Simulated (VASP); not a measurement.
A run of VASP 6.6.1 is set up as follows.

The input INCAR:

```
PREC     = Accurate       # precision mode
ENCUT    = 520            # plane-wave cutoff, eV
EDIFF    = 1E-7           # SCF threshold, eV
ISMEAR   = 0              # smearing method
SIGMA    = 0.02           # smearing width, eV
LREAL    = F              # projectors in reciprocal space
LASPH    = T              # aspherical terms in the spheres
NELM     = 80             # most SCF steps
ALGO     = Normal         # electronic algorithm
ISIF     = 2              # what is computed and relaxed
LWAVE    = F              # write WAVECAR
LCHARG   = F              # write CHGCAR
GGA      = PS             # functional
NBANDS   = 15             # bands
```

The input KPOINTS:

```
regular mesh
0
Gamma
  8 8 8
```

The input POSCAR:

```
CaSe
1.0
    0.0000000000      2.9560000000      2.9560000000
    2.9560000000      0.0000000000      2.9560000000
    2.9560000000      2.9560000000      0.0000000000
Ca Se
1 1
Direct
    0.0380581867      0.0380581867     -0.0380581867
    0.5000000000      0.5000000000      0.5000000000
```

Potentials or basis: VASP PAW PBE potentials, release 64 (Ca_sv, Se).

The run is started by

```console
$ cat potpaw_PBE.64/Ca_sv/POTCAR potpaw_PBE.64/Se/POTCAR > POTCAR
$ mpirun -np 1 vasp_std > vasp.out
```

(1) What does it give for the band gap on the k mesh?

(2) What does it give for the pressure?

(3) Predict the largest force.

## Answers

(1) 2.02 eV (least direct gap 2.89 eV).

(2) 0.0 GPa.

(3) 0.792 eV/Å.

Caveat: the cell differs from its parent crystal (one atom moved); the PAW data sets were made with another functional, which shifts forces and pressure a little.
